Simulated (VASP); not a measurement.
# CsSnI3 (Pm-3m) in VASP: single point with PBE

Aim: the single point of CsSnI3 with PBE.

Everything below comes from runs of VASP 6.6.1. Logs are shortened: lines on timing, memory, paths and dates and some standing lists are left out, and cuts for length are marked.

## (1) The cell of the first run

It takes space group Pm-3m (No. 221, cubic). The conventional cell has a = 6.206 Å, b = 6.206 Å, c = 6.206 Å, α = 90.00°, β = 90.00°, γ = 90.00°. Cs (site symmetry m-3m) has 12 I at 4.39 Å and 8 Sn at 5.37 Å within 5.8 Å. Sn (site symmetry m-3m) has 6 I at 3.10 Å within 4.1 Å. Within 4.1 Å of I (site symmetry 4/mmm) lie 2 Sn at 3.10 Å.

## (2) Single point, PBE

Contents of INCAR:

```
ALGO = Normal ; EDIFF = 1E-6
ENCUT = 520 ; GGA = PE
ISIF = 2 ; ISMEAR = 0
LASPH = True ; LCHARG = False
LREAL = False ; LWAVE = False
NBANDS = 30 ; NELM = 100
PREC = Accurate ; SIGMA = 0.03
```

Contents of KPOINTS:

```
k-points
0
Gamma
  6 6 6
```

Contents of POSCAR:

```
CsSnI3
1.0
    6.2057000000      0.0000000000      0.0000000000
    0.0000000000      6.2057000000      0.0000000000
    0.0000000000      0.0000000000      6.2057000000
Cs Sn I
1 1 3
Direct
    0.0000000000      0.0000000000      0.0000000000
    0.5000000000      0.5000000000      0.5000000000
    0.0000000000      0.5000000000      0.5000000000
    0.5000000000      0.0000000000      0.5000000000
    0.5000000000      0.5000000000      0.0000000000
```

Potentials or basis: VASP PAW PBE potentials, release 64 (Cs_sv, Sn_d, I).

Started as:

```bash
> cat potpaw_PBE.64/Cs_sv/POTCAR potpaw_PBE.64/Sn_d/POTCAR potpaw_PBE.64/I/POTCAR > POTCAR
> mpirun -np 1 vasp_std > vasp.out
```

OUTCAR:

```text
EDIFF = 1E-6
   ENCUT = 520
   GGA = PE
   ISIF = 2
   ISMEAR = 0
   LASPH = True
   LREAL = False
   NELM = 100
   PREC = Accurate

 ion  position               nearest neighbor table
   1  0.000  0.000  0.000-
   2  0.500  0.500  0.500-   3 3.10   4 3.10   5 3.10   5 3.10   4 3.10   3 3.10
   3  0.000  0.500  0.500-   2 3.10   2 3.10
   4  0.500  0.000  0.500-   2 3.10   2 3.10
   5  0.500  0.500  0.000-   2 3.10   2 3.10

  LATTYP: Found a simple cubic cell.
 ALAT       =     6.2057000000

  Lattice vectors:

 A1 = (   6.2057000000,   0.0000000000,   0.0000000000)
 A2 = (   0.0000000000,   6.2057000000,   0.0000000000)
 A3 = (   0.0000000000,   0.0000000000,   6.2057000000)

Analysis of symmetry for initial positions (statically):
=====================================================================
 Subroutine PRICEL returns:
 Original cell was already a primitive cell.

 Routine SETGRP: Setting up the symmetry group for a
 simple cubic supercell.

 Subroutine GETGRP returns: Found 48 space group operations
 (whereof 48 operations were pure point group operations)
 out of a pool of 48 trial point group operations.

The static configuration has the point symmetry O_h .

Analysis of symmetry for dynamics (positions and initial velocities):
=====================================================================
 Subroutine PRICEL returns:
 Original cell was already a primitive cell.

 Routine SETGRP: Setting up the symmetry group for a
 simple cubic supercell.

 Subroutine GETGRP returns: Found 48 space group operations
 (whereof 48 operations were pure point group operations)
 out of a pool of 48 trial point group operations.

The dynamic configuration has the point symmetry O_h .

 Subroutine INISYM returns: Found 48 space group operations
 (whereof 48 operations are pure point group operations),
 and found     1 'primitive' translations

----------------------------------------------------------------------------------------

                                     Primitive cell

  volume of cell :     238.9859

  direct lattice vectors                    reciprocal lattice vectors
     6.205700000  0.000000000  0.000000000     0.161142176  0.000000000  0.000000000
     0.000000000  6.205700000  0.000000000     0.000000000  0.161142176  0.000000000
     0.000000000  0.000000000  6.205700000     0.000000000  0.000000000  0.161142176

  length of vectors
     6.205700000  6.205700000  6.205700000     0.161142176  0.161142176  0.161142176

  position of ions in fractional coordinates (direct lattice)
     0.000000000  0.000000000  0.000000000
     0.500000000  0.500000000  0.500000000
     0.000000000  0.500000000  0.500000000
     0.500000000  0.000000000  0.500000000
     0.500000000  0.500000000  0.000000000

  ion indices of the primitive-cell ions
   primitive index   ion index
                 1           1
                 2           2
                 3           3
                 4           4
                 5           5

----------------------------------------------------------------------------------------

 KPOINTS: k-points

Automatic generation of k-mesh.
 Grid dimensions read from file:
 generate k-points for:    6    6    6

 Generating k-lattice:

  Cartesian coordinates                     Fractional coordinates (reciprocal lattice)
     0.026857029  0.000000000  0.000000000     0.166666667  0.000000000  0.000000000
     0.000000000  0.026857029  0.000000000     0.000000000  0.166666667  0.000000000
     0.000000000  0.000000000  0.026857029     0.000000000  0.000000000  0.166666667

  Length of vectors
     0.026857029  0.026857029  0.026857029

  Shift w.r.t. Gamma in fractional coordinates (k-lattice)
     0.000000000  0.000000000  0.000000000

 Subroutine IBZKPT returns following result:
 ===========================================

 Found     20 irreducible k-points:

 Following reciprocal coordinates:
            Coordinates               Weight
  0.000000  0.000000  0.000000      1.000000
  0.166667  0.000000  0.000000      6.000000
  0.333333  0.000000  0.000000      6.000000
  0.500000  0.000000  0.000000      3.000000
  0.166667  0.166667  0.000000     12.000000
  0.333333  0.166667  0.000000     24.000000
[... 12 lines left out ...]
  0.500000  0.500000  0.333333      6.000000
  0.500000  0.500000  0.500000      1.000000
   k-points           NKPTS =     20   k-points in BZ     NKDIM =     20   number of bands    NBANDS=     30
   number of dos      NEDOS =    301   number of ions     NIONS =      5
   total plane-waves  NPLWV = 110592
   dimension x,y,z NGX =    48 NGY =   48 NGZ =   48
   dimension x,y,z NGXF=    96 NGYF=   96 NGZF=   96
   ions per type =               1   1   3
   NGX,Y,Z   is equivalent  to a cutoff of  12.86, 12.86, 12.86 a.u.
   NGXF,Y,Z  is equivalent  to a cutoff of  25.72, 25.72, 25.72 a.u.
 SYSTEM =  unknown system
   PREC   = accura    normal or accurate (medium, high low for compatibility)
   ISTART =      0    job   : 0-new  1-cont  2-samecut
   ICHARG =      2    charge: 1-file 2-atom 10-const
   ISPIN  =      1    spin polarized calculation?
   LNONCOLLINEAR =      F non collinear calculations
   LSORBIT =      F    spin-orbit coupling
   LASPH  =      T    aspherical Exc in radial PAW
   ENCUT  =  520.0 eV  38.22 Ry    6.18 a.u.  11.54 11.54 11.54*2*pi/ulx,y,z
   NELM   =    100;   NELMIN=  2; NELMDL= -5     # of ELM steps
   EDIFF  = 0.1E-05   stopping-criterion for ELM
   LREAL  =      F    real-space projection
   EDIFFG = 0.1E-04   stopping-criterion for IOM
   NSW    =      0    number of steps for IOM
   IBRION =     -1    ionic relax: 0-MD 1-quasi-New 2-CG
   NFREE  =      0    steps in history (QN), initial steepest desc. (CG)
   ISIF   =      2    stress and relaxation
   ISYM   =      2    0-nonsym 1-usesym 2-fastsym
   POTIM  = 0.5000    time-step for ionic-motion
   TEBEG  =    0.0;   TEEND  =   0.0 temperature during run
   PSTRESS=    0.0 pullay stress
   NELECT =      44.0000    total number of electrons
   NUPDOWN=      -1.0000    fix difference up-down
   EMIN   =  10.00;   EMAX   =-10.00  energy-range for DOS
   EFERMI =   0.00;   METHOD = LEGACY
   ISMEAR =     0;   SIGMA  =   0.03  broadening in eV -4-tet -1-fermi 0-gaus
   EFERMI_NEDOS =   21; number of points for ismear=-14 and -15
   IALGO  =     38    algorithm
   IMIX   =      4    mixing-type and parameters
     AMIX     =   0.40;   BMIX     =  1.00
     AMIX_MAG =   1.60;   BMIX_MAG =  1.00
  volume/ion in A,a.u.               =      47.80       322.55
  Fermi-wavevector in a.u.,A,eV,Ry     =   0.931326  1.759950 11.801253  0.867368
  Thomas-Fermi vector in A             =   2.057807
   LORBIT       =      0    0 simple, 1 ext, 2 COOP (PROOUT), +10 PAW based schemes
   GGA     = PE    functional components
   LHFCALC =     F    Hartree Fock is set to
   AEXX    =    0.0000 exact exchange contribution
   IVDW    =     0    specifies the selected vdW correction
   LEPSILON=     F    determine dielectric tensor
   LRPA    =     F    only Hartree local field effects (RPA)
 non-spin polarized calculation
 Gauss-broadening in eV      SIGMA  =   0.03
  energy-cutoff  :      520.00
  volume of cell :      238.99
 maximum number of plane-waves:      6488
 NGX is ok and might be reduce to    48
   NGX = 23   NGY = 23   NGZ = 23

 number of electron      43.9999983 magnetization

 Free energy of the ion-electron system (eV)
  ---------------------------------------------------
  ext. energy  EPLUGINS =         0.00000000
  ---------------------------------------------------
  free energy    TOTEN  =       -14.01111378 eV

  energy without entropy =      -14.01111378  energy(sigma->0) =      -14.01111378

 E-fermi :   3.0650     XC(G=0):  -7.5240

 val. band max:        2.9139265289   @ k =   0.5000   0.5000   0.5000
 cond. band min:       3.2223889253   @ k =   0.5000   0.5000   0.5000
 fundamental gap:      0.3084623964
 Fermi energy:         3.0650324685

 k-point     1 :       0.0000    0.0000    0.0000
  band No.  band energies     occupation
      1     -19.4291      2.00000
      2     -19.2191      2.00000
      3     -19.2191      2.00000
      4     -19.1990      2.00000
      5     -19.1990      2.00000
      6     -19.1990      2.00000
[... 22 lines left out ...]
     29       7.5966      0.00000
     30       7.5966      0.00000

 k-point     2 :       0.1667    0.0000    0.0000
  band No.  band energies     occupation
      1     -19.4290      2.00000
      2     -19.2191      2.00000
      3     -19.2187      2.00000
      4     -19.1990      2.00000
      5     -19.1990      2.00000
      6     -19.1990      2.00000
[... 22 lines left out ...]
     29       6.6189      0.00000
     30       7.5311      0.00000

 k-point     3 :       0.3333    0.0000    0.0000
  band No.  band energies     occupation
      1     -19.4288      2.00000
      2     -19.2191      2.00000
      3     -19.2179      2.00000
      4     -19.1991      2.00000
      5     -19.1991      2.00000
      6     -19.1990      2.00000
[... 22 lines left out ...]
     29       7.0867      0.00000
     30       7.5784      0.00000

 k-point     4 :       0.5000    0.0000    0.0000
  band No.  band energies     occupation
      1     -19.4287      2.00000
      2     -19.2191      2.00000
      3     -19.2175      2.00000
      4     -19.1992      2.00000
      5     -19.1992      2.00000
      6     -19.1990      2.00000
[... 484 lines left out ...]
     29       7.1815      0.00000
     30       7.7547      0.00000

 k-point    19 :       0.5000    0.5000    0.3333
  band No.  band energies     occupation
      1     -19.4280      2.00000
      2     -19.2171      2.00000
      3     -19.2167      2.00000
      4     -19.1993      2.00000
      5     -19.1993      2.00000
      6     -19.1993      2.00000
[... 22 lines left out ...]
     29       7.0161      0.00000
     30       7.8913      0.00000

 k-point    20 :       0.5000    0.5000    0.5000
  band No.  band energies     occupation
      1     -19.4280      2.00000
      2     -19.2168      2.00000
      3     -19.2168      2.00000
      4     -19.1993      2.00000
      5     -19.1993      2.00000
      6     -19.1993      2.00000
[... 22 lines left out ...]
     29       6.8810      0.00000
     30       8.0640      0.00000

------------------------ aborting loop because EDIFF is reached ----------------------------------------

  FORCE on cell =-STRESS in cart. coord.  units (eV):
  Direction    XX          YY          ZZ          XY          YZ          ZX
  --------------------------------------------------------------------------------------
  -------------------------------------------------------------------------------------
  Total        0.9612829      0.9612829      0.9612829     -0.0000000      0.0000000      0.0000000
  in kB        6.4445035      6.4445035      6.4445035     -0.0000000      0.0000000      0.0000000
  external PRESSURE =       6.4445035 kB  Pullay stress =       0.0000000 kB

 VOLUME and BASIS-vectors are now :
 -----------------------------------------------------------------------------
  energy-cutoff  :      520.00
  volume of cell :      238.99
      direct lattice vectors                 reciprocal lattice vectors
     6.205700000  0.000000000  0.000000000     0.161142176  0.000000000  0.000000000
     0.000000000  6.205700000  0.000000000     0.000000000  0.161142176  0.000000000
     0.000000000  0.000000000  6.205700000     0.000000000  0.000000000  0.161142176

 POSITION                                       TOTAL-FORCE (eV/Angst)
 -----------------------------------------------------------------------------------
      0.00000      0.00000      0.00000         0.000000      0.000000      0.000000
      3.10285      3.10285      3.10285         0.000000      0.000000      0.000000
      0.00000      3.10285      3.10285         0.000000      0.000000      0.000000
      3.10285      0.00000      3.10285         0.000000      0.000000      0.000000
      3.10285      3.10285      0.00000         0.000000      0.000000      0.000000
 -----------------------------------------------------------------------------------
    total drift:                                0.000000     -0.000000     -0.000000

  FREE ENERGIE OF THE ION-ELECTRON SYSTEM (eV)
  ---------------------------------------------------
  free  energy   TOTEN  =       -14.0111137776 eV

  energy  without entropy=      -14.0111137776  energy(sigma->0) =      -14.01111378
```

Wall time 98 s (1 thread of Intel Xeon Platinum 8488C (Sapphire Rapids), shared host); peak memory 0.4 GiB.

Results:

```yaml
Free_energy: -14.0111 eV
Pressure: 0.6 GPa
Band_gap_on_the_k_mesh: 0.31 eV, direct
```

Caveat: spin-orbit coupling is left out, which moves the levels of the heavy elements. A k mesh can miss the band edges.
